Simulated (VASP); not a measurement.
# Ag (P6_3/mmc) in VASP: notebook

The runs below take Ag through single point, with r2SCAN.

All numbers are computed with VASP 6.6.1; they aren't measurements. Logs are shortened: lines on timing, memory, paths and dates and some standing lists are left out, and cuts for length are marked.

## (1) The cell of the first run

The structure is hexagonal, space group P6_3/mmc (No. 194). Conventional cell: a = 2.904 Å, b = 2.904 Å, c = 4.605 Å, α = 90.00°, β = 90.00°, γ = 120.00°. Ag (site symmetry -6m2) has 12 Ag at 2.85 to 2.90 Å within 3.8 Å.

This isn't the form of Ag at room conditions, which is fcc.

## (2) Single point, r2SCAN (strain along c alone, the other axes held: -3.0 %)

File POSCAR:

```
Ag
1.0
    2.9036756676      0.0000000000      0.0000000000
   -1.4518378338      2.5146568925      0.0000000000
    0.0000000000      0.0000000000      4.6051133304
Ag
2
Direct
    0.3333333333      0.6666666667      0.2500000000
    0.6666666667      0.3333333333      0.7500000000
```

File INCAR.step1:

```
SYSTEM = Ag
PREC = Accurate
ENCUT = 520
ISMEAR = 0
SIGMA = 0.1
LREAL = .FALSE.
LASPH = .TRUE.
NELM = 80
NBANDS = 18
GGA = PE
ALGO = Normal
EDIFF = 1E-4
LWAVE = .TRUE.
LCHARG = .FALSE.
```

File INCAR.step2:

```
SYSTEM = Ag
PREC = Accurate
ENCUT = 520
EDIFF = 1E-7
ISMEAR = 0
SIGMA = 0.1
LREAL = .FALSE.
LASPH = .TRUE.
NELM = 80
ALGO = Normal
ISIF = 2
LWAVE = .FALSE.
LCHARG = .FALSE.
METAGGA = R2SCAN
LMIXTAU = .TRUE.
NBANDS = 18
ISTART = 1
```

File KPOINTS:

```
Automatic mesh
0
G
  24 24 12
  0 0 0
```

Potentials or basis: VASP PAW PBE potentials, release 64 (Ag).

Started as:

```sh
> cat potpaw_PBE.64/Ag/POTCAR > POTCAR
> cp INCAR.step1 INCAR
> mpirun -np 1 vasp_std > vasp.out
> cp INCAR.step2 INCAR
> mpirun -np 1 vasp_std > vasp.out
```

OUTCAR:

```text
SYSTEM = Ag
   PREC = Accurate
   ENCUT = 520
   EDIFF = 1E-7
   ISMEAR = 0
   LREAL = .FALSE.
   LASPH = .TRUE.
   NELM = 80
   ISIF = 2
   METAGGA = R2SCAN
   ISTART = 1

 ion  position               nearest neighbor table
   1  0.333  0.667  0.250-   2 2.85   2 2.85   2 2.85   2 2.85   2 2.85   2 2.85
   2  0.667  0.333  0.750-   1 2.85   1 2.85   1 2.85   1 2.85   1 2.85   1 2.85

  LATTYP: Found a hexagonal cell.
 ALAT       =     2.9036756676
 C/A-ratio  =     1.5859599548

  Lattice vectors:

 A1 = (   2.9036756676,   0.0000000000,   0.0000000000)
 A2 = (  -1.4518378338,   2.5146568925,   0.0000000000)
 A3 = (   0.0000000000,   0.0000000000,   4.6051133304)

Analysis of symmetry for initial positions (statically):
=====================================================================
 Subroutine PRICEL returns:
 Original cell was already a primitive cell.

 Routine SETGRP: Setting up the symmetry group for a
 hexagonal supercell.

 Subroutine GETGRP returns: Found 24 space group operations
 (whereof 12 operations were pure point group operations)
 out of a pool of 24 trial point group operations.

The static configuration has the point symmetry D_3d.
 The point group associated with its full space group is D_6h.

Analysis of symmetry for dynamics (positions and initial velocities):
=====================================================================
 Subroutine PRICEL returns:
 Original cell was already a primitive cell.

 Routine SETGRP: Setting up the symmetry group for a
 hexagonal supercell.

 Subroutine GETGRP returns: Found 24 space group operations
 (whereof 12 operations were pure point group operations)
 out of a pool of 24 trial point group operations.

The dynamic configuration has the point symmetry D_3d.
 The point group associated with its full space group is D_6h.

 Subroutine INISYM returns: Found 24 space group operations
 (whereof 12 operations are pure point group operations),
 and found     1 'primitive' translations

----------------------------------------------------------------------------------------

                                     Primitive cell

  volume of cell :      33.6254

  direct lattice vectors                    reciprocal lattice vectors
     2.903675668  0.000000000  0.000000000     0.344391080  0.198834283  0.000000000
    -1.451837834  2.514656893  0.000000000     0.000000000  0.397668566  0.000000000
     0.000000000  0.000000000  4.605113330     0.000000000  0.000000000  0.217149922

  length of vectors
     2.903675668  2.903675668  4.605113330     0.397668566  0.397668566  0.217149922

  position of ions in fractional coordinates (direct lattice)
     0.333333333  0.666666667  0.250000000
     0.666666667  0.333333333  0.750000000

  ion indices of the primitive-cell ions
   primitive index   ion index
                 1           1
                 2           2

----------------------------------------------------------------------------------------

 KPOINTS: Automatic mesh

Automatic generation of k-mesh.
 Grid dimensions read from file:
 generate k-points for:   24   24   12

 Generating k-lattice:

  Cartesian coordinates                     Fractional coordinates (reciprocal lattice)
     0.014349628  0.008284762  0.000000000     0.041666667 -0.000000000  0.000000000
     0.000000000  0.016569524  0.000000000     0.000000000  0.041666667  0.000000000
     0.000000000  0.000000000  0.018095827     0.000000000  0.000000000  0.083333333

  Length of vectors
     0.016569524  0.016569524  0.018095827

  Shift w.r.t. Gamma in fractional coordinates (k-lattice)
     0.000000000  0.000000000  0.000000000

 Subroutine IBZKPT returns following result:
 ===========================================

 Found    427 irreducible k-points:

 Following reciprocal coordinates:
            Coordinates               Weight
  0.000000  0.000000  0.000000      1.000000
  0.041667  0.000000  0.000000      6.000000
  0.083333  0.000000  0.000000      6.000000
  0.125000  0.000000  0.000000      6.000000
  0.166667  0.000000  0.000000      6.000000
  0.208333 -0.000000  0.000000      6.000000
[... 16 lines left out ...]
  0.416667  0.041667  0.000000     12.000000
  0.458333  0.041667  0.000000     12.000000
 [... further k-points ...]
   k-points           NKPTS =    427   k-points in BZ     NKDIM =    427   number of bands    NBANDS=     18
   number of dos      NEDOS =    301   number of ions     NIONS =      2
   total plane-waves  NPLWV =  20736
   dimension x,y,z NGX =    24 NGY =   24 NGZ =   36
   dimension x,y,z NGXF=    48 NGYF=   48 NGZF=   72
   ions per type =               2
   NGX,Y,Z   is equivalent  to a cutoff of  13.74, 13.74, 13.00 a.u.
   NGXF,Y,Z  is equivalent  to a cutoff of  27.48, 27.48, 25.99 a.u.
 SYSTEM =  Ag
   PREC   = accura    normal or accurate (medium, high low for compatibility)
   ISTART =      1    job   : 0-new  1-cont  2-samecut
   ICHARG =      0    charge: 1-file 2-atom 10-const
   ISPIN  =      1    spin polarized calculation?
   LNONCOLLINEAR =      F non collinear calculations
   LSORBIT =      F    spin-orbit coupling
   LASPH  =      T    aspherical Exc in radial PAW
   ENCUT  =  520.0 eV  38.22 Ry    6.18 a.u.   5.40  5.40  8.56*2*pi/ulx,y,z
   NELM   =     80;   NELMIN=  2; NELMDL=  0     # of ELM steps
   EDIFF  = 0.1E-06   stopping-criterion for ELM
   LREAL  =      F    real-space projection
   EDIFFG = 0.1E-05   stopping-criterion for IOM
   NSW    =      0    number of steps for IOM
   IBRION =     -1    ionic relax: 0-MD 1-quasi-New 2-CG
   NFREE  =      0    steps in history (QN), initial steepest desc. (CG)
   ISIF   =      2    stress and relaxation
   ISYM   =      2    0-nonsym 1-usesym 2-fastsym
   POTIM  = 0.5000    time-step for ionic-motion
   TEBEG  =    0.0;   TEEND  =   0.0 temperature during run
   PSTRESS=    0.0 pullay stress
   NELECT =      22.0000    total number of electrons
   NUPDOWN=      -1.0000    fix difference up-down
   EMIN   =  10.00;   EMAX   =-10.00  energy-range for DOS
   EFERMI =   0.00;   METHOD = LEGACY
   ISMEAR =     0;   SIGMA  =   0.10  broadening in eV -4-tet -1-fermi 0-gaus
   EFERMI_NEDOS =   21; number of points for ismear=-14 and -15
   IALGO  =     38    algorithm
   IMIX   =      4    mixing-type and parameters
     AMIX     =   0.40;   BMIX     =  1.00
     AMIX_MAG =   1.60;   BMIX_MAG =  1.00
  volume/ion in A,a.u.               =      16.81       113.46
  Fermi-wavevector in a.u.,A,eV,Ry     =   1.421216  2.685708 27.481784  2.019854
  Thomas-Fermi vector in A             =   2.542049
   LORBIT       =      0    0 simple, 1 ext, 2 COOP (PROOUT), +10 PAW based schemes
   METAGGA = R2SCAN    functional components
   LHFCALC =     F    Hartree Fock is set to
   AEXX    =    0.0000 exact exchange contribution
   IVDW    =     0    specifies the selected vdW correction
   LEPSILON=     F    determine dielectric tensor
   LRPA    =     F    only Hartree local field effects (RPA)
 non-spin polarized calculation
 Gauss-broadening in eV      SIGMA  =   0.10
  energy-cutoff  :      520.00
  volume of cell :       33.63
 maximum number of plane-waves:       935
 NGX is ok and might be reduce to    24
   NGX = 11   NGY = 11   NGZ = 17

 number of electron      21.9999997 magnetization

 Free energy of the ion-electron system (eV)
  ---------------------------------------------------
  ext. energy  EPLUGINS =         0.00000000
  ---------------------------------------------------
  free energy    TOTEN  =       -42.68774768 eV

  energy without entropy =      -42.68544725  energy(sigma->0) =      -42.68659747

 E-fermi :   8.6838     XC(G=0): -13.0643

 val. band max:        8.6695017331   @ k =   0.5000   0.0000   0.1667
 cond. band min:       8.6867244249   @ k =   0.4583   0.0000   0.4167
 fundamental gap:      0.0172226918
 Fermi energy:         8.6838339725

 k-point     1 :       0.0000    0.0000    0.0000
  band No.  band energies     occupation
      1       0.5596      2.00000
      2       1.8172      2.00000
      3       3.5256      2.00000
      4       3.5256      2.00000
      5       3.5601      2.00000
      6       3.8036      2.00000
[... 10 lines left out ...]
     17      27.3274      0.00000
     18      27.5158      0.00000

 k-point     2 :       0.0417    0.0000    0.0000
  band No.  band energies     occupation
      1       0.6090      2.00000
      2       1.8445      2.00000
      3       3.4449      2.00000
      4       3.5517      2.00000
      5       3.6384      2.00000
      6       3.7943      2.00000
[... 10 lines left out ...]
     17      27.5505      0.00000
     18      27.6695      0.00000

 k-point     3 :       0.0833    0.0000    0.0000
  band No.  band energies     occupation
      1       0.7548      2.00000
      2       1.9224      2.00000
      3       3.3438      2.00000
      4       3.6286      2.00000
      5       3.7253      2.00000
      6       3.7812      2.00000
[... 10 lines left out ...]
     17      27.6369      0.00000
     18      27.9860      0.00000

 k-point     4 :       0.1250    0.0000    0.0000
  band No.  band energies     occupation
      1       0.9886      2.00000
      2       2.0366      2.00000
      3       3.2423      2.00000
      4       3.7150      2.00000
      5       3.7532      2.00000
      6       3.8052      2.00000
[... 375 lines left out ...]
      4       3.3657      2.00000
      5       3.9030      2.00000
      6       3.9478      2.00000
[... 10 lines left out ...]
     17      21.1752      0.00000
     18      25.3860      0.00000

 k-point    23 :       0.4167    0.0417    0.0000
  band No.  band energies     occupation
      1       1.9076      2.00000
      2       2.2671      2.00000
      3       2.2911      2.00000
      4       3.3296      2.00000
      5       3.8653      2.00000
      6       4.0170      2.00000
[... 10 lines left out ...]
     17      20.3224      0.00000
     18      25.1501      0.00000

 k-point    24 :       0.4583    0.0417    0.0000
  band No.  band energies     occupation
      1       1.8762      2.00000
      2       2.2154      2.00000
      3       2.2800      2.00000
      4       3.3112      2.00000
      5       3.8460      2.00000
      6       4.0511      2.00000
[... 10 lines left out ...]
     17      19.7546      0.00000
     18      25.0308      0.00000

 [... further k-points ...]

------------------------ aborting loop because EDIFF is reached ----------------------------------------

  FORCE on cell =-STRESS in cart. coord.  units (eV):
  Direction    XX          YY          ZZ          XY          YZ          ZX
  --------------------------------------------------------------------------------------
  -------------------------------------------------------------------------------------
  Total        0.4706472      0.4706472      1.3336628      0.0000000      0.0000000      0.0000000
  in kB       22.4253308     22.4253308     63.5461800      0.0000000      0.0000000      0.0000000
  external PRESSURE =      36.1322806 kB  Pullay stress =       0.0000000 kB

 VOLUME and BASIS-vectors are now :
 -----------------------------------------------------------------------------
  energy-cutoff  :      520.00
  volume of cell :       33.63
      direct lattice vectors                 reciprocal lattice vectors
     2.903675668  0.000000000  0.000000000     0.344391080  0.198834283  0.000000000
    -1.451837834  2.514656893  0.000000000     0.000000000  0.397668566  0.000000000
     0.000000000  0.000000000  4.605113330     0.000000000  0.000000000  0.217149922

 POSITION                                       TOTAL-FORCE (eV/Angst)
 -----------------------------------------------------------------------------------
     -0.00000      1.67644      1.15128        -0.000000     -0.000000      0.000000
      1.45184      0.83822      3.45383         0.000000      0.000000      0.000000
 -----------------------------------------------------------------------------------
    total drift:                                0.000000     -0.000000      0.000000

  FREE ENERGIE OF THE ION-ELECTRON SYSTEM (eV)
  ---------------------------------------------------
  free  energy   TOTEN  =       -42.6877476764 eV

  energy  without entropy=      -42.6854472544  energy(sigma->0) =      -42.68659747
```

Run time: 11 min. Hardware: 1 thread of AMD EPYC 9R45 (Zen 5), shared host; peak memory 0.3 GiB.

Results:

```
Free energy            : -42.6877 eV
Pressure               : 3.6 GPa
Band gap on the k mesh : zero (bands 11 and 12 overlap by 7.90 eV)
```

Levels at points of the mesh, in eV from the Fermi level:
```csv
k point,band 9,band 10,band 11,band 12,band 13,band 14
"(0.00, 0.00, 0.00)",-4.65,-3.48,-3.48,-0.19,4.14,16.04
"(0.50, 0.00, 0.00)",-3.25,-3.23,-0.04,1.43,7.41,7.60
"(0.00, 0.00, 0.50)",-3.81,-3.81,-3.81,-3.81,12.28,12.28
"(0.50, 0.00, 0.50)",-3.32,-3.32,0.73,0.73,4.71,4.71
```

Caveat: the cell differs from its parent crystal (strain along c alone, the other axes held: -3.0 %); the cell stands under pressure; the PAW data sets were made with another functional, which shifts forces and pressure a little.

## (3) Single point, r2SCAN (strain along c alone, the other axes held: -2.0 %)

Edit POSCAR of step 2 so:

```diff
@@ -4,3 +4,3 @@
    -1.4518378338      2.5146568925      0.0000000000
-    0.0000000000      0.0000000000      4.6051133304
+    0.0000000000      0.0000000000      4.6525887255
 Ag
```

File INCAR.step1:

```
ALGO = Normal ; EDIFF = 1E-4
ENCUT = 520 ; GGA = PE
ISMEAR = 0 ; LASPH = T
LCHARG = F ; LREAL = F
LWAVE = T ; NBANDS = 18
NELM = 60 ; PREC = Accurate
SIGMA = 0.1
```

File INCAR.step2:

```
ALGO = Normal ; EDIFF = 1E-6
ENCUT = 520 ; ISIF = 2
ISMEAR = 0 ; ISTART = 1
LASPH = T ; LCHARG = F
LMIXTAU = T ; LREAL = F
LWAVE = F ; METAGGA = R2SCAN
NBANDS = 18 ; NELM = 60
PREC = Accurate ; SIGMA = 0.1
```

File KPOINTS:

```
k-points
0
Gamma
  24 24 12
```

Potentials or basis: VASP PAW PBE potentials, release 64 (Ag).

Started as:

```sh
> cat potpaw_PBE.64/Ag/POTCAR > POTCAR
> cp INCAR.step1 INCAR
> mpirun -np 1 vasp_std > vasp.out
> cp INCAR.step2 INCAR
> mpirun -np 1 vasp_std > vasp.out
```

OUTCAR:

```text
EDIFF = 1E-6
   ENCUT = 520
   ISIF = 2
   ISMEAR = 0
   ISTART = 1
   LASPH = T
   LREAL = F
   METAGGA = R2SCAN
   NELM = 60
   PREC = Accurate

 ion  position               nearest neighbor table
   1  0.333  0.667  0.250-   2 2.87   2 2.87   2 2.87   2 2.87   2 2.87   2 2.87
   2  0.667  0.333  0.750-   1 2.87   1 2.87   1 2.87   1 2.87   1 2.87   1 2.87

  LATTYP: Found a hexagonal cell.
 ALAT       =     2.9036756676
 C/A-ratio  =     1.6023100574

  Lattice vectors:

 A1 = (   2.9036756676,   0.0000000000,   0.0000000000)
 A2 = (  -1.4518378338,   2.5146568925,   0.0000000000)
 A3 = (   0.0000000000,   0.0000000000,   4.6525887255)

Analysis of symmetry for initial positions (statically):
=====================================================================
 Subroutine PRICEL returns:
 Original cell was already a primitive cell.

 Routine SETGRP: Setting up the symmetry group for a
 hexagonal supercell.

 Subroutine GETGRP returns: Found 24 space group operations
 (whereof 12 operations were pure point group operations)
 out of a pool of 24 trial point group operations.

[... 162 lines left out ...]

  energy without entropy =      -42.69692479  energy(sigma->0) =      -42.69807971

 E-fermi :   8.5441     XC(G=0): -12.9927

 val. band max:        8.5432916765   @ k =   0.5000   0.0000   0.0833
 cond. band min:       8.5606182342   @ k =   0.2917   0.0417   0.3333
 fundamental gap:      0.0173265577
 Fermi energy:         8.5441053860

 k-point     1 :       0.0000    0.0000    0.0000
  band No.  band energies     occupation
      1       0.4960      2.00000
      2       1.7377      2.00000
      3       3.4082      2.00000
      4       3.4198      2.00000
      5       3.4198      2.00000
      6       3.6826      2.00000
[... 481 lines left out ...]
      5       3.7125      2.00000
      6       3.9154      2.00000
[... 10 lines left out ...]
     17      19.4817      0.00000
     18      24.8519      0.00000

 [... further k-points ...]

------------------------ aborting loop because EDIFF is reached ----------------------------------------

  FORCE on cell =-STRESS in cart. coord.  units (eV):
  Direction    XX          YY          ZZ          XY          YZ          ZX
  --------------------------------------------------------------------------------------
  -------------------------------------------------------------------------------------
  Total        0.2956644      0.2956644      0.8835754      0.0000000      0.0000000      0.0000000
  in kB       13.9440219     13.9440219     41.6708812      0.0000000      0.0000000      0.0000000
  external PRESSURE =      23.1863083 kB  Pullay stress =       0.0000000 kB

 VOLUME and BASIS-vectors are now :
 -----------------------------------------------------------------------------
  energy-cutoff  :      520.00
  volume of cell :       33.97
      direct lattice vectors                 reciprocal lattice vectors
     2.903675668  0.000000000  0.000000000     0.344391080  0.198834283  0.000000000
    -1.451837834  2.514656893  0.000000000     0.000000000  0.397668566  0.000000000
     0.000000000  0.000000000  4.652588726     0.000000000  0.000000000  0.214934106

 POSITION                                       TOTAL-FORCE (eV/Angst)
 -----------------------------------------------------------------------------------
     -0.00000      1.67644      1.16315         0.000000      0.000000      0.000000
      1.45184      0.83822      3.48944        -0.000000     -0.000000      0.000000
 -----------------------------------------------------------------------------------
    total drift:                                0.000000     -0.000000      0.000000

  FREE ENERGIE OF THE ION-ELECTRON SYSTEM (eV)
  ---------------------------------------------------
  free  energy   TOTEN  =       -42.6992346315 eV

  energy  without entropy=      -42.6969247852  energy(sigma->0) =      -42.69807971
```

OSZICAR.step1:

```text
N       E                     dE             d eps       ncg     rms          rms(c)
DAV:   1     0.127052003321E+03    0.12705E+03   -0.11791E+04 15380   0.122E+03
DAV:   2    -0.381977701749E+01   -0.13087E+03   -0.12459E+03 15866   0.271E+02
DAV:   3    -0.589969675299E+01   -0.20799E+01   -0.20731E+01 17860   0.385E+01
DAV:   4    -0.590599118771E+01   -0.62944E-02   -0.62939E-02 16936   0.208E+00
DAV:   5    -0.590604203848E+01   -0.50851E-04   -0.50850E-04 16900   0.200E-01    0.749E+00
DAV:   6    -0.542065816771E+01    0.48538E+00   -0.11604E+00 15948   0.116E+01    0.484E+00
DAV:   7    -0.540360787484E+01    0.17050E-01   -0.17161E-02 16770   0.127E+00    0.266E+00
DAV:   8    -0.539796222946E+01    0.56456E-02   -0.12496E-03 16026   0.270E-01    0.127E-01
DAV:   9    -0.539797285244E+01   -0.10623E-04   -0.13165E-05  9556   0.288E-02
   1 F= -.53979729E+01 E0= -.53967453E+01  d E =-.245504E-02
```

Wall time 8.1 min (1 thread of AMD EPYC 9R45 (Zen 5), shared host); peak memory 0.3 GiB.

Results:

* Free energy: -42.6992 eV
* Pressure: 2.3 GPa
* Band gap on the k mesh: zero (bands 11 and 12 overlap by 7.91 eV)

Stress tensor (GPa, compression positive):
```
1.39 0.00 0.00
0.00 1.39 0.00
0.00 0.00 4.17
```

Caveat: the cell differs from its parent crystal (strain along c alone, the other axes held: -2.0 %); the PAW data sets were made with another functional, which shifts forces and pressure a little.

[end of part 1 of 2]

The gap in the log of VASP goes by the Fermi energy; the results here count the filled bands.